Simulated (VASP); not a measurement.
# SiC in VASP: further runs

The runs below take SiC through single point, with PBE.

All numbers are computed with VASP 6.6.1; they aren't measurements. Logs are shortened: lines on timing, memory, paths and dates and some standing lists are left out, and cuts for length are marked.

## Step 1: The cell of the first run

The cell holds a slab with vacuum, 12 atoms: a = 3.097 Å, b = 3.097 Å, c = 27.044 Å, α = 90.00°, β = 90.00°, γ = 90.00°.

## Step 2: Single point, PBE

File INCAR:

```
SYSTEM = SiC
  ALGO = Normal
  DIPOL = 0.5 0.5 0.500
  EDIFF = 1E-7
  ENCUT = 520
  GGA = PE
  IDIPOL = 3
  ISIF = 2
  ISMEAR = 0
  LASPH = .TRUE.
  LCHARG = .FALSE.
  LDIPOL = .TRUE.
  LREAL = .FALSE.
  LWAVE = .FALSE.
  NBANDS = 36
  NELM = 80
  PREC = Accurate
  SIGMA = 0.05
```

File KPOINTS:

```
k-points
0
G
  9 9 1
  0 0 0
```

File POSCAR:

```
SiC
1.0
    3.0969355084      0.0000000000      0.0000000000
    0.0000000000      3.0969355084      0.0000000000
    0.0000000000      0.0000000000     27.0442525440
C Si
6 6
Direct
    0.0000000000      0.5000000000      0.2773232497
    0.5000000000      0.0000000000      0.3582966134
    0.0000000000      0.5000000000      0.4392699772
    0.5000000000      0.0000000000      0.5202433409
    0.0000000000      0.5000000000      0.6012167047
    0.5000000000      0.0000000000      0.6821900685
    0.5000000000      0.5000000000      0.3178099315
    0.0000000000      0.0000000000      0.3987832953
    0.5000000000      0.5000000000      0.4797566591
    0.0000000000      0.0000000000      0.5607300228
    0.5000000000      0.5000000000      0.6417033866
    0.0000000000      0.0000000000      0.7226767503
```

Potentials or basis: VASP PAW PBE potentials, release 64 (C, Si).

On the command line:

```console
> cat potpaw_PBE.64/C/POTCAR potpaw_PBE.64/Si/POTCAR > POTCAR
> mpirun -np 1 vasp_std > vasp.out
```

OUTCAR:

```text
SYSTEM = SiC
   EDIFF = 1E-7
   ENCUT = 520
   GGA = PE
   ISIF = 2
   ISMEAR = 0
   LASPH = .TRUE.
   LREAL = .FALSE.
   NELM = 80
   PREC = Accurate

 ion  position               nearest neighbor table
   1  0.000  0.500  0.277-   7 1.90   7 1.90
   2  0.500  0.000  0.358-   7 1.90   8 1.90   7 1.90   8 1.90
   3  0.000  0.500  0.439-   8 1.90   9 1.90   8 1.90   9 1.90
   4  0.500  0.000  0.520-   9 1.90   9 1.90  10 1.90  10 1.90
   5  0.000  0.500  0.601-  10 1.90  11 1.90  10 1.90  11 1.90
   6  0.500  0.000  0.682-  12 1.90  12 1.90  11 1.90  11 1.90
   7  0.500  0.500  0.318-   1 1.90   1 1.90   2 1.90   2 1.90   8 3.10   8 3.10   8 3.10   8 3.10

   8  0.000  0.000  0.399-   2 1.90   3 1.90   3 1.90   2 1.90   7 3.10   7 3.10   9 3.10   9 3.10
                             7 3.10   9 3.10   7 3.10   9 3.10
   9  0.500  0.500  0.480-   4 1.90   4 1.90   3 1.90   3 1.90  10 3.10  10 3.10  10 3.10  10 3.10
                             8 3.10   8 3.10   8 3.10   8 3.10
  10  0.000  0.000  0.561-   4 1.90   5 1.90   5 1.90   4 1.90   9 3.10   9 3.10   9 3.10   9 3.10
                            11 3.10  11 3.10  11 3.10  11 3.10
  11  0.500  0.500  0.642-   5 1.90   6 1.90   6 1.90   5 1.90  12 3.10  12 3.10  12 3.10  12 3.10
                            10 3.10  10 3.10  10 3.10  10 3.10
  12  0.000  0.000  0.723-   6 1.90   6 1.90  11 3.10  11 3.10  11 3.10  11 3.10

  LATTYP: Found a simple tetragonal cell.
 ALAT       =     3.0969355084
 C/A-ratio  =     8.7325849927

  Lattice vectors:

 A1 = (   3.0969355084,   0.0000000000,   0.0000000000)
 A2 = (   0.0000000000,   3.0969355084,   0.0000000000)
 A3 = (   0.0000000000,   0.0000000000,  27.0442525440)

Analysis of symmetry for initial positions (statically):
=====================================================================
 Subroutine PRICEL returns:
 Original cell was already a primitive cell.

 Routine SETGRP: Setting up the symmetry group for a
 simple tetragonal supercell.

 Subroutine GETGRP returns: Found  4 space group operations
 (whereof  4 operations were pure point group operations)
 out of a pool of 16 trial point group operations.

The static configuration has the point symmetry C_2v.

Analysis of symmetry for dynamics (positions and initial velocities):
=====================================================================
 Subroutine PRICEL returns:
 Original cell was already a primitive cell.

 Routine SETGRP: Setting up the symmetry group for a
 simple tetragonal supercell.

 Subroutine GETGRP returns: Found  4 space group operations
 (whereof  4 operations were pure point group operations)
 out of a pool of 16 trial point group operations.

The dynamic configuration has the point symmetry C_2v.

 Subroutine INISYM returns: Found  4 space group operations
 (whereof  4 operations are pure point group operations),
 and found     1 'primitive' translations

----------------------------------------------------------------------------------------

                                     Primitive cell

  volume of cell :     259.3817

  direct lattice vectors                    reciprocal lattice vectors
     3.096935508  0.000000000  0.000000000     0.322899846  0.000000000  0.000000000
     0.000000000  3.096935508  0.000000000     0.000000000  0.322899846  0.000000000
     0.000000000  0.000000000 27.044252544     0.000000000  0.000000000  0.036976433

  length of vectors
     3.096935508  3.096935508 27.044252544     0.322899846  0.322899846  0.036976433

  position of ions in fractional coordinates (direct lattice)
     0.000000000  0.500000000  0.277323250
     0.500000000  0.000000000  0.358296613
     0.000000000  0.500000000  0.439269977
     0.500000000  0.000000000  0.520243341
     0.000000000  0.500000000  0.601216705
     0.500000000  0.000000000  0.682190068
     0.500000000  0.500000000  0.317809932
     0.000000000  0.000000000  0.398783295
     0.500000000  0.500000000  0.479756659
     0.000000000  0.000000000  0.560730023
     0.500000000  0.500000000  0.641703387
     0.000000000  0.000000000  0.722676750

  ion indices of the primitive-cell ions
   primitive index   ion index
                 1           1
                 2           2
[... 24 lines left out ...]
     0.000000000  0.000000000  0.036976433     0.000000000  0.000000000  1.000000000

  Length of vectors
     0.035877761  0.035877761  0.036976433

  Shift w.r.t. Gamma in fractional coordinates (k-lattice)
     0.000000000  0.000000000  0.000000000

 Subroutine IBZKPT returns following result:
 ===========================================

 Found     25 irreducible k-points:

 Following reciprocal coordinates:
            Coordinates               Weight
  0.000000  0.000000  0.000000      1.000000
  0.111111  0.000000  0.000000      2.000000
  0.000000  0.111111  0.000000      2.000000
  0.222222  0.000000  0.000000      2.000000
  0.000000  0.222222  0.000000      2.000000
  0.333333  0.000000  0.000000      2.000000
[... 16 lines left out ...]
  0.444444  0.333333  0.000000      4.000000
 -0.333333  0.444444  0.000000      4.000000
   k-points           NKPTS =     25   k-points in BZ     NKDIM =     25   number of bands    NBANDS=     36
   number of dos      NEDOS =    301   number of ions     NIONS =     12
   total plane-waves  NPLWV = 120960
   dimension x,y,z NGX =    24 NGY =   24 NGZ =  210
   dimension x,y,z NGXF=    48 NGYF=   48 NGZF=  420
   ions per type =               6   6
   NGX,Y,Z   is equivalent  to a cutoff of  12.88, 12.88, 12.91 a.u.
   NGXF,Y,Z  is equivalent  to a cutoff of  25.77, 25.77, 25.82 a.u.
 SYSTEM =  SiC
   PREC   = accura    normal or accurate (medium, high low for compatibility)
   ISTART =      0    job   : 0-new  1-cont  2-samecut
   ICHARG =      2    charge: 1-file 2-atom 10-const
   ISPIN  =      1    spin polarized calculation?
   LNONCOLLINEAR =      F non collinear calculations
   LSORBIT =      F    spin-orbit coupling
   LASPH  =      T    aspherical Exc in radial PAW
   ENCUT  =  520.0 eV  38.22 Ry    6.18 a.u.   5.76  5.76 50.28*2*pi/ulx,y,z
   NELM   =     80;   NELMIN=  2; NELMDL= -5     # of ELM steps
   EDIFF  = 0.1E-06   stopping-criterion for ELM
   LREAL  =      F    real-space projection
   EDIFFG = 0.1E-05   stopping-criterion for IOM
   NSW    =      0    number of steps for IOM
   IBRION =     -1    ionic relax: 0-MD 1-quasi-New 2-CG
   NFREE  =      0    steps in history (QN), initial steepest desc. (CG)
   ISIF   =      2    stress and relaxation
   ISYM   =      2    0-nonsym 1-usesym 2-fastsym
   POTIM  = 0.5000    time-step for ionic-motion
   TEBEG  =    0.0;   TEEND  =   0.0 temperature during run
   PSTRESS=    0.0 pullay stress
   NELECT =      48.0000    total number of electrons
   NUPDOWN=      -1.0000    fix difference up-down
   EMIN   =  10.00;   EMAX   =-10.00  energy-range for DOS
   EFERMI =   0.00;   METHOD = LEGACY
   ISMEAR =     0;   SIGMA  =   0.05  broadening in eV -4-tet -1-fermi 0-gaus
   EFERMI_NEDOS =   21; number of points for ismear=-14 and -15
   IALGO  =     38    algorithm
   IMIX   =      4    mixing-type and parameters
     AMIX     =   0.40;   BMIX     =  1.00
     AMIX_MAG =   1.60;   BMIX_MAG =  1.00
  volume/ion in A,a.u.               =      21.62       145.87
  Fermi-wavevector in a.u.,A,eV,Ry     =   0.932915  1.762954 11.841568  0.870331
  Thomas-Fermi vector in A             =   2.059562
   LORBIT       =      0    0 simple, 1 ext, 2 COOP (PROOUT), +10 PAW based schemes
   GGA     = PE    functional components
   LHFCALC =     F    Hartree Fock is set to
   AEXX    =    0.0000 exact exchange contribution
   IVDW    =     0    specifies the selected vdW correction
   LEPSILON=     F    determine dielectric tensor
   LRPA    =     F    only Hartree local field effects (RPA)
 non-spin polarized calculation
 Gauss-broadening in eV      SIGMA  =   0.05
  energy-cutoff  :      520.00
  volume of cell :      259.38
 maximum number of plane-waves:      7012
   NGX = 11   NGY = 11   NGZ =101

 dipolmoment           0.000000      0.000000      0.011834 electrons x Angstroem

 number of electron      47.9999995 magnetization

 dipolmoment           0.000000      0.000000     -0.082675 electrons x Angstroem

 Free energy of the ion-electron system (eV)
  ---------------------------------------------------
  ext. energy  EPLUGINS =         0.00000000
  ---------------------------------------------------
  free energy    TOTEN  =       -84.25809040 eV

  energy without entropy =      -84.25463313  energy(sigma->0) =      -84.25636176

 E-fermi :   0.7717     XC(G=0):  -6.2880

 val. band max:        0.7626480990   @ k =   0.1111   0.0000   0.0000
 cond. band min:       0.7943066688   @ k =   0.1111   0.1111   0.0000
 fundamental gap:      0.0316585698
 Fermi energy:         0.7716666926

 k-point     1 :       0.0000    0.0000    0.0000
  band No.  band energies     occupation
      1     -14.8887      2.00000
      2     -14.3559      2.00000
      3     -13.5342      2.00000
      4     -12.4617      2.00000
      5     -11.1984      2.00000
      6      -9.6507      2.00000
[... 925 lines left out ...]
     35       7.1967      0.00000
     36       7.6682      0.00000

 [... further k-points ...]

------------------------ aborting loop because EDIFF is reached ----------------------------------------

 vacuum level on the upper side and lower side of the slab       (xc-potential included)        -0.914         0.603

  FORCE on cell =-STRESS in cart. coord.  units (eV):
  Direction    XX          YY          ZZ          XY          YZ          ZX
  --------------------------------------------------------------------------------------
  -------------------------------------------------------------------------------------
  Total        1.0007068     -5.6135129     -2.1880407      0.0000000      0.0000000      0.0000000
  in kB        6.1812756    -34.6741643    -13.5153308      0.0000000      0.0000000      0.0000000
  external PRESSURE =     -14.0027398 kB  Pullay stress =       0.0000000 kB

 VOLUME and BASIS-vectors are now :
 -----------------------------------------------------------------------------
  energy-cutoff  :      520.00
  volume of cell :      259.38
      direct lattice vectors                 reciprocal lattice vectors
     3.096935508  0.000000000  0.000000000     0.322899846  0.000000000  0.000000000
     0.000000000  3.096935508  0.000000000     0.000000000  0.322899846  0.000000000
     0.000000000  0.000000000 27.044252544     0.000000000  0.000000000  0.036976433

 POSITION                                       TOTAL-FORCE (eV/Angst)
 -----------------------------------------------------------------------------------
      0.00000      1.54847      7.50000         0.000000      0.000000      1.983450
      1.54847      0.00000      9.68986         0.000000      0.000000      0.297064
      0.00000      1.54847     11.87973         0.000000      0.000000      0.071255
      1.54847      0.00000     14.06959         0.000000      0.000000      0.009512
      0.00000      1.54847     16.25946         0.000000      0.000000      0.019746
      1.54847      0.00000     18.44932         0.000000      0.000000     -0.377655
      1.54847      1.54847      8.59493         0.000000      0.000000     -1.993447
      0.00000      0.00000     10.78480         0.000000      0.000000     -0.365515
      1.54847      1.54847     12.97466         0.000000      0.000000     -0.001940
      0.00000      0.00000     15.16452         0.000000      0.000000      0.018990
      1.54847      1.54847     17.35439         0.000000      0.000000      0.018916
      0.00000      0.00000     19.54425         0.000000      0.000000      0.319624
 -----------------------------------------------------------------------------------
    total drift:                               -0.000000      0.000000     -0.000270

  FREE ENERGIE OF THE ION-ELECTRON SYSTEM (eV)
  ---------------------------------------------------
  free  energy   TOTEN  =       -84.2580903997 eV

  energy  without entropy=      -84.2546331250  energy(sigma->0) =      -84.25636176

 vacuum level on the upper side and lower side of the slab         6.347         7.925
```

It took 49 min on 1 thread of Intel Xeon 8259CL, shared host; peak memory 0.44 GiB.

Results:

- Free energy: -84.2581 eV
- Largest force: 1.993 eV/Å
- Band gap on the k mesh: zero (bands 24 and 25 overlap by 0.47 eV)

Forces on the atoms (eV/Å):
```
C    0.000  0.000  1.983
C    0.000  0.000  0.297
C    0.000  0.000  0.071
C    0.000  0.000  0.010
C    0.000  0.000  0.020
C    0.000  0.000 -0.378
Si   0.000  0.000 -1.993
Si   0.000  0.000 -0.366
Si   0.000  0.000 -0.002
Si   0.000  0.000  0.019
Si   0.000  0.000  0.019
Si   0.000  0.000  0.320
```

[end of part 1 of 2]
